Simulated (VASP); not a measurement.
# Ge4H in VASP: a series of runs

Runs on Ge4H. Level: PBE+D3(BJ). Tasks: single point.

All numbers are computed with VASP 6.6.1; they aren't measurements. Logs are shortened: lines on timing, memory, paths and dates and some standing lists are left out, and cuts for length are marked.

### Step 1. The cell of the first run

The cell holds a slab with vacuum, 5 atoms: a = 4.030 Å, b = 4.030 Å, c = 21.642 Å, α = 90.00°, β = 90.00°, γ = 90.00°.

### Step 2. Single point, PBE+D3(BJ)

INCAR

```
PREC = Accurate ; ENCUT = 520
EDIFF = 1E-6 ; ISMEAR = 0
SIGMA = 0.1 ; LREAL = F
LASPH = T ; NELM = 60
ALGO = Normal ; ISIF = 2
LWAVE = F ; LCHARG = F
LDIPOL = T ; IDIPOL = 3
DIPOL = 0.5 0.5 0.328 ; GGA = PE
IVDW = 12 ; NBANDS = 36
```

KPOINTS

```
regular mesh
0
Gamma
  7 7 1
```

POSCAR

```
Ge4H
1.0
    4.0303587907      0.0000000000      0.0000000000
    0.0000000000      4.0303587907      0.0000000000
    0.0000000000      0.0000000000     21.6416627718
Ge H
4 1
Direct
    0.0000000000      0.5000000000      0.1848286817
    0.0000000000      0.0000000000      0.2506714513
    0.5000000000      0.0000000000      0.3196569899
    0.5000000000      0.5000000000      0.3854446333
    0.5000000000      0.5000000000      0.5009625594
```

Potentials or basis: VASP PAW PBE potentials, release 64 (Ge_d, H).

Run with:

```
$ cat potpaw_PBE.64/Ge_d/POTCAR potpaw_PBE.64/H/POTCAR > POTCAR
$ mpirun -np 1 vasp_std > vasp.out
```

OUTCAR:

```text
PREC = Accurate
   ENCUT = 520
   EDIFF = 1E-6
   ISMEAR = 0
   LREAL = F
   LASPH = T
   NELM = 60
   ISIF = 2
   GGA = PE
   IVDW = 12
 IVDW          = 12

 ion  position               nearest neighbor table
   1  0.000  0.500  0.185-   2 2.47   2 2.47
   2  0.000  0.000  0.251-   1 2.47   1 2.47   3 2.51   3 2.51
   3  0.500  0.000  0.320-   4 2.47   4 2.47   2 2.51   2 2.51
   4  0.500  0.500  0.385-   3 2.47   3 2.47
   5  0.500  0.500  0.501-

  LATTYP: Found a simple tetragonal cell.
 ALAT       =     4.0303587907
 C/A-ratio  =     5.3696615849

  Lattice vectors:

 A1 = (   4.0303587907,   0.0000000000,   0.0000000000)
 A2 = (   0.0000000000,   4.0303587907,   0.0000000000)
 A3 = (   0.0000000000,   0.0000000000,  21.6416627718)

Analysis of symmetry for initial positions (statically):
=====================================================================
 Subroutine PRICEL returns:
 Original cell was already a primitive cell.

 Routine SETGRP: Setting up the symmetry group for a
 simple tetragonal supercell.

 Subroutine GETGRP returns: Found  4 space group operations
 (whereof  4 operations were pure point group operations)
 out of a pool of 16 trial point group operations.

The static configuration has the point symmetry C_2v.

Analysis of symmetry for dynamics (positions and initial velocities):
=====================================================================
 Subroutine PRICEL returns:
 Original cell was already a primitive cell.

 Routine SETGRP: Setting up the symmetry group for a
 simple tetragonal supercell.

 Subroutine GETGRP returns: Found  4 space group operations
 (whereof  4 operations were pure point group operations)
 out of a pool of 16 trial point group operations.

The dynamic configuration has the point symmetry C_2v.

 Subroutine INISYM returns: Found  4 space group operations
 (whereof  4 operations are pure point group operations),
 and found     1 'primitive' translations

----------------------------------------------------------------------------------------

                                     Primitive cell

  volume of cell :     351.5427

  direct lattice vectors                    reciprocal lattice vectors
     4.030358791  0.000000000  0.000000000     0.248116868  0.000000000  0.000000000
     0.000000000  4.030358791  0.000000000     0.000000000  0.248116868  0.000000000
     0.000000000  0.000000000 21.641662772     0.000000000  0.000000000  0.046207170

  length of vectors
     4.030358791  4.030358791 21.641662772     0.248116868  0.248116868  0.046207170

  position of ions in fractional coordinates (direct lattice)
[... 88 lines left out ...]
   NUPDOWN=      -1.0000    fix difference up-down
   EMIN   =  10.00;   EMAX   =-10.00  energy-range for DOS
   EFERMI =   0.00;   METHOD = LEGACY
   ISMEAR =     0;   SIGMA  =   0.10  broadening in eV -4-tet -1-fermi 0-gaus
   EFERMI_NEDOS =   21; number of points for ismear=-14 and -15
   IALGO  =     38    algorithm
   IMIX   =      4    mixing-type and parameters
     AMIX     =   0.40;   BMIX     =  1.00
     AMIX_MAG =   1.60;   BMIX_MAG =  1.00
  volume/ion in A,a.u.               =      70.31       474.47
  Fermi-wavevector in a.u.,A,eV,Ry     =   0.892703  1.686964 10.842742  0.796919
  Thomas-Fermi vector in A             =   2.014686
   LORBIT       =      0    0 simple, 1 ext, 2 COOP (PROOUT), +10 PAW based schemes
   GGA     = PE    functional components
   LHFCALC =     F    Hartree Fock is set to
   AEXX    =    0.0000 exact exchange contribution
   IVDW    =    12    specifies the selected vdW correction
   LEPSILON=     F    determine dielectric tensor
   LRPA    =     F    only Hartree local field effects (RPA)
 non-spin polarized calculation
 Gauss-broadening in eV      SIGMA  =   0.10
  energy-cutoff  :      520.00
  volume of cell :      351.54
 maximum number of plane-waves:      9517
 NGX is ok and might be reduce to    30
   NGX = 15   NGY = 15   NGZ = 81

 dipolmoment           0.000000      0.000000     -0.035248 electrons x Angstroem

 number of electron      56.9999904 magnetization

 dipolmoment           0.000000      0.000000      0.072498 electrons x Angstroem

 Free energy of the ion-electron system (eV)
  ---------------------------------------------------
  ext. energy  EPLUGINS =         0.00000000
  ---------------------------------------------------
  free energy    TOTEN  =       -17.09706379 eV

  energy without entropy =      -17.09279177  energy(sigma->0) =      -17.09492778

 E-fermi :  -2.7089     XC(G=0):  -3.7265

 val. band max:       -2.8472352236   @ k =   0.4286   0.4286   0.0000
 cond. band min:      -2.6314108850   @ k =   0.2857   0.1429   0.0000
 fundamental gap:      0.2158243386
 Fermi energy:        -2.7089023191

 k-point     1 :       0.0000    0.0000    0.0000
  band No.  band energies     occupation
      1     -27.4432      2.00000
      2     -27.4067      2.00000
      3     -27.3845      2.00000
      4     -27.3774      2.00000
      5     -27.3197      2.00000
      6     -27.1502      2.00000
[... 613 lines left out ...]
     35       2.4412      0.00000
     36       3.3484      0.00000

------------------------ aborting loop because EDIFF is reached ----------------------------------------

 vacuum level on the upper side and lower side of the slab       (xc-potential included)         0.233        -0.543

 Edisp (eV)   -0.89617

 E8    (eV) :    -0.4116

  FORCE on cell =-STRESS in cart. coord.  units (eV):
  Direction    XX          YY          ZZ          XY          YZ          ZX
  --------------------------------------------------------------------------------------
  -------------------------------------------------------------------------------------
  Total      -3.28436     0.65534    -4.95609     0.00000     0.00000     0.00000
  in kB     -14.96868     2.98677   -22.58769     0.00000     0.00000     0.00000
  external pressure =      -11.52 kB  Pullay stress =        0.00 kB

 VOLUME and BASIS-vectors are now :
 -----------------------------------------------------------------------------
  energy-cutoff  :      520.00
  volume of cell :      351.54
      direct lattice vectors                 reciprocal lattice vectors
     4.030358791  0.000000000  0.000000000     0.248116868  0.000000000  0.000000000
     0.000000000  4.030358791  0.000000000     0.000000000  0.248116868  0.000000000
     0.000000000  0.000000000 21.641662772     0.000000000  0.000000000  0.046207170

 POSITION                                       TOTAL-FORCE (eV/Angst)
 -----------------------------------------------------------------------------------
      0.00000      2.01518      4.00000         0.000000      0.000000     -0.263022
      0.00000      0.00000      5.42495         0.000000      0.000000      0.240184
      2.01518      0.00000      6.91791         0.000000      0.000000      0.321860
      2.01518      2.01518      8.34166         0.000000      0.000000      1.658221
      2.01518      2.01518     10.84166         0.000000      0.000000     -1.957243
 -----------------------------------------------------------------------------------
    total drift:                                0.000000      0.000000     -0.002317

  FREE ENERGIE OF THE ION-ELECTRON SYSTEM (eV)
  ---------------------------------------------------
  free  energy   TOTEN  =       -17.9932313057 eV

  energy  without entropy=      -17.9889592875  energy(sigma->0) =      -17.99109530

 vacuum level on the upper side and lower side of the slab         2.920         2.123
```

OSZICAR:

```text
N       E                     dE             d eps       ncg     rms          rms(c)
DAV:   1     0.440471911284E+03    0.44047E+03   -0.29641E+04  1396   0.231E+03
DAV:   2     0.499256480857E+02   -0.39055E+03   -0.38367E+03  1384   0.546E+02
DAV:   3    -0.144008391139E+02   -0.64326E+02   -0.63756E+02  1632   0.178E+02
DAV:   4    -0.173272794784E+02   -0.29264E+01   -0.29190E+01  1340   0.456E+01
[... 16 lines left out ...]
DAV:  21    -0.170970487259E+02   -0.10699E-04   -0.92360E-07   936   0.232E-02    0.940E-04
DAV:  22    -0.170970599398E+02   -0.11214E-04   -0.90995E-07   916   0.127E-02    0.505E-04
DAV:  23    -0.170970618817E+02   -0.19419E-05   -0.23502E-07   880   0.642E-03    0.406E-04
DAV:  24    -0.170970631609E+02   -0.12792E-05   -0.12458E-07   796   0.688E-03    0.255E-04
DAV:  25    -0.170970637931E+02   -0.63219E-06   -0.43808E-08   760   0.347E-03
   1 F= -.17993231E+02 E0= -.17991095E+02  d E =-.427202E-02
```

Wall time 10 min (1 thread of Intel Xeon 8259CL, shared host); peak memory 0.46 GiB.

What came out:

| Item | Value |
| --- | --- |
| Free energy | -17.9932 eV |
| Largest force | 1.957 eV/Å |
| Band gap on the k mesh | zero (an odd number of electrons rules out a gap without spin polarisation) |
| Dispersion energy per atom | -0.179 eV |

Forces on the atoms (eV/Å):
```
Ge   0.000  0.000 -0.263
Ge   0.000  0.000  0.240
Ge   0.000  0.000  0.322
Ge   0.000  0.000  1.658
H    0.000  0.000 -1.957
```

Caveat: an odd number of electrons without spin polarisation forces a metal; a magnetic or distorted state may lie lower.

### Step 3. Single point, PBE+D3(BJ)

INCAR

```
SYSTEM = Ge4H
  ALGO = Normal
  DIPOL = 0.5 0.5 0.328
  EDIFF = 1E-6
  ENCUT = 520
  GGA = PE
  IDIPOL = 3
  ISIF = 2
  ISMEAR = 0
  IVDW = 12
  LASPH = .TRUE.
  LCHARG = .TRUE.
  LDIPOL = .TRUE.
  LELF = .TRUE.
  LREAL = .FALSE.
  LVACPOTAV = .TRUE.
  LVHAR = .TRUE.
  LWAVE = .FALSE.
  NBANDS = 36
  NELM = 60
  PREC = Accurate
  SIGMA = 0.1
```

KPOINTS

```
k-points
0
G
  7 7 1
  0 0 0
```

POSCAR, as its differences from that of step 2:

```diff
@@ -12,2 +12,2 @@
     0.5000000000      0.5000000000      0.3854446333
-    0.5000000000      0.5000000000      0.5009625594
+    0.5000000000      1.0000000000      0.5009625594
```

Potentials or basis: VASP PAW PBE potentials, release 64 (Ge_d, H).

Run with:

```
$ cat potpaw_PBE.64/Ge_d/POTCAR potpaw_PBE.64/H/POTCAR > POTCAR
$ mpirun -np 1 vasp_std > vasp.out
```

OUTCAR:

```text
SYSTEM = Ge4H
   EDIFF = 1E-6
   ENCUT = 520
   GGA = PE
   ISIF = 2
   ISMEAR = 0
   IVDW = 12
   LASPH = .TRUE.
   LREAL = .FALSE.
   NELM = 60
   PREC = Accurate
 IVDW          = 12

 ion  position               nearest neighbor table
   1  0.000  0.500  0.185-   2 2.47   2 2.47
   2  0.000  0.000  0.251-   1 2.47   1 2.47   3 2.51   3 2.51
   3  0.500  0.000  0.320-   4 2.47   4 2.47   2 2.51   2 2.51
   4  0.500  0.500  0.385-   3 2.47   3 2.47
   5  0.500  0.000  0.501-

  LATTYP: Found a simple tetragonal cell.
 ALAT       =     4.0303587907
 C/A-ratio  =     5.3696615849

  Lattice vectors:

 A1 = (   4.0303587907,   0.0000000000,   0.0000000000)
 A2 = (   0.0000000000,   4.0303587907,   0.0000000000)
 A3 = (   0.0000000000,   0.0000000000,  21.6416627718)

Analysis of symmetry for initial positions (statically):
=====================================================================
 Subroutine PRICEL returns:
 Original cell was already a primitive cell.

 Routine SETGRP: Setting up the symmetry group for a
 simple tetragonal supercell.

 Subroutine GETGRP returns: Found  4 space group operations
[... 171 lines left out ...]
 fundamental gap:      0.0299874515
 Fermi energy:        -2.9267643625

 k-point     1 :       0.0000    0.0000    0.0000
  band No.  band energies     occupation
      1     -27.4719      2.00000
      2     -27.4360      2.00000
      3     -27.4040      2.00000
      4     -27.4027      2.00000
      5     -27.3431      2.00000
      6     -27.2387      2.00000
[... 613 lines left out ...]
     35       2.0186      0.00000
     36       3.2974      0.00000

------------------------ aborting loop because EDIFF is reached ----------------------------------------

 Edisp (eV)   -0.90051

 E8    (eV) :    -0.4138

  FORCE on cell =-STRESS in cart. coord.  units (eV):
  Direction    XX          YY          ZZ          XY          YZ          ZX
  --------------------------------------------------------------------------------------
  -------------------------------------------------------------------------------------
  Total      -2.90227    -0.86460    -1.89395     0.00000     0.00000     0.00000
  in kB     -13.22727    -3.94045    -8.63178     0.00000     0.00000     0.00000
  external pressure =       -8.60 kB  Pullay stress =        0.00 kB

 VOLUME and BASIS-vectors are now :
 -----------------------------------------------------------------------------
  energy-cutoff  :      520.00
  volume of cell :      351.54
      direct lattice vectors                 reciprocal lattice vectors
     4.030358791  0.000000000  0.000000000     0.248116868  0.000000000  0.000000000
     0.000000000  4.030358791  0.000000000     0.000000000  0.248116868  0.000000000
     0.000000000  0.000000000 21.641662772     0.000000000  0.000000000  0.046207170

 POSITION                                       TOTAL-FORCE (eV/Angst)
 -----------------------------------------------------------------------------------
      0.00000      2.01518      4.00000         0.000000      0.000000     -0.104425
      0.00000      0.00000      5.42495         0.000000      0.000000      0.186190
      2.01518      0.00000      6.91791         0.000000      0.000000     -0.153902
      2.01518      2.01518      8.34166         0.000000      0.000000      0.863496
      2.01518      0.00000     10.84166         0.000000      0.000000     -0.791358
 -----------------------------------------------------------------------------------
    total drift:                                0.000000      0.000000     -0.002038

  FREE ENERGIE OF THE ION-ELECTRON SYSTEM (eV)
  ---------------------------------------------------
  free  energy   TOTEN  =       -17.1076114610 eV

  energy  without entropy=      -17.0835346024  energy(sigma->0) =      -17.09557303

 vacuum level on the upper side and lower side of the slab         3.434         1.971
```

OSZICAR:

```text
N       E                     dE             d eps       ncg     rms          rms(c)
DAV:   1     0.441678013884E+03    0.44168E+03   -0.29621E+04  1396   0.231E+03
DAV:   2     0.501157420144E+02   -0.39156E+03   -0.38505E+03  1376   0.547E+02
DAV:   3    -0.138027465581E+02   -0.63918E+02   -0.63445E+02  1640   0.178E+02
[... 16 lines left out ...]
DAV:  20    -0.162070851942E+02   -0.29855E-04   -0.85568E-06  1300   0.256E-02    0.594E-03
DAV:  21    -0.162070905784E+02   -0.53842E-05   -0.40145E-06   896   0.229E-02    0.110E-03
DAV:  22    -0.162070992709E+02   -0.86925E-05   -0.84218E-07   900   0.109E-02    0.570E-04
DAV:  23    -0.162071012953E+02   -0.20244E-05   -0.27786E-07   880   0.520E-03    0.215E-04
DAV:  24    -0.162071022846E+02   -0.98925E-06   -0.10585E-07   752   0.712E-03
   1 F= -.17107611E+02 E0= -.17095573E+02  d E =-.240769E-01
```

stdout:

```text
POSCAR found type information on POSCAR GeH
 POSCAR found :  2 types and       5 ions
 scaLAPACK will be used
 LDA part: xc-table for (Slater+PW92), standard interpolation
 POSCAR, INCAR and KPOINTS ok, starting setup
 FFT: planning ... GRIDC
 FFT: planning ... GRID_SOFT
 FFT: planning ... GRID
 WAVECAR not read
 entering main loop
 -----------------------------------------------------------------------------
|                                                                             |
|           W    W    AA    RRRRR   N    N  II  N    N   GGGG   !!!           |
|           W    W   A  A   R    R  NN   N  II  NN   N  G    G  !!!           |
|           W    W  A    A  R    R  N N  N  II  N N  N  G       !!!           |
|           W WW W  AAAAAA  RRRRR   N  N N  II  N  N N  G  GGG   !            |
|           WW  WW  A    A  R   R   N   NN  II  N   NN  G    G                |
|           W    W  A    A  R    R  N    N  II  N    N   GGGG   !!!           |
|                                                                             |
|     Did not find any points to average over, which means that no vacuum     |
|     field-free region was found. Please increase the size of  your cell     |
|     in the dimension of the dipole correction to obtain accurate            |
|     workfunction values.                                                    |
|                                                                             |
 -----------------------------------------------------------------------------
```

It took 12 min on 1 thread of Intel Xeon 8259CL, shared host; peak memory 0.48 GiB.

What came out:

```yaml
Free_energy: -17.1076 eV
Largest_force: 0.863 eV/Å
Band_gap_on_the_k_mesh: zero (an odd number of electrons rules out a gap without spin polarisation)
Dispersion_energy_per_atom: -0.180 eV
```

Forces on the atoms (eV/Å):
```
Ge   0.000  0.000 -0.104
Ge   0.000  0.000  0.186
Ge   0.000  0.000 -0.154
Ge   0.000  0.000  0.863
H    0.000  0.000 -0.791
```

Caveat: an odd number of electrons without spin polarisation forces a metal; a magnetic or distorted state may lie lower.

### Step 4. Single point, PBE+D3(BJ)

INCAR

```
PREC     = Accurate       # precision mode
ENCUT    = 520            # plane-wave cutoff, eV
EDIFF    = 1E-7           # SCF threshold, eV
ISMEAR   = 0              # smearing method
SIGMA    = 0.1            # smearing width, eV
LREAL    = False          # projectors in reciprocal space
LASPH    = True           # aspherical terms in the spheres
NELM     = 100            # most SCF steps
ALGO     = Normal         # electronic algorithm
ISIF     = 2              # what is computed and relaxed
LWAVE    = False          # write WAVECAR
LCHARG   = False          # write CHGCAR
LDIPOL   = True         
IDIPOL   = 3            
DIPOL    = 0.5 0.5 0.328
GGA      = PE             # functional
IVDW     = 12             # dispersion correction
NBANDS   = 36             # bands
```

KPOINTS

```
regular mesh
0
Gamma
  7 7 1
```

POSCAR, as its differences from that of step 3:

```diff
@@ -12,2 +12,2 @@
     0.5000000000      0.5000000000      0.3854446333
-    0.5000000000      1.0000000000      0.5009625594
+    1.0000000000      0.5000000000      0.5009625594
```

Run with:

```
$ cat potpaw_PBE.64/Ge_d/POTCAR potpaw_PBE.64/H/POTCAR > POTCAR
$ mpirun -np 1 vasp_std > vasp.out
```

Wall time 12 min (1 thread of Intel Xeon 8259CL, shared host); peak memory 0.48 GiB.

The run converged. Its results:

| Item | Value |
| --- | --- |
| Free energy | -17.3863 eV |
| Largest force | 1.096 eV/Å |
| Band gap on the k mesh | zero (an odd number of electrons rules out a gap without spin polarisation) |
| Dispersion energy per atom | -0.180 eV |

Forces on the atoms (eV/Å):
```
Ge   0.000  0.000 -0.220
Ge   0.000  0.000  0.300
Ge   0.000  0.000  0.018
Ge   0.000  0.000  0.998
H    0.000  0.000 -1.096
```

Levels at points of the mesh, in eV from the Fermi level:
```csv
k point,band 26,band 27,band 28,band 29,band 30,band 31
"(0.00, 0.00, 0.00)",-1.52,-0.70,-0.37,1.03,1.27,1.89
```

Caveat: an odd number of electrons without spin polarisation forces a metal; a magnetic or distorted state may lie lower.

[end of part 1 of 2]

The gap in the log of VASP goes by the Fermi energy; the results here count the filled bands.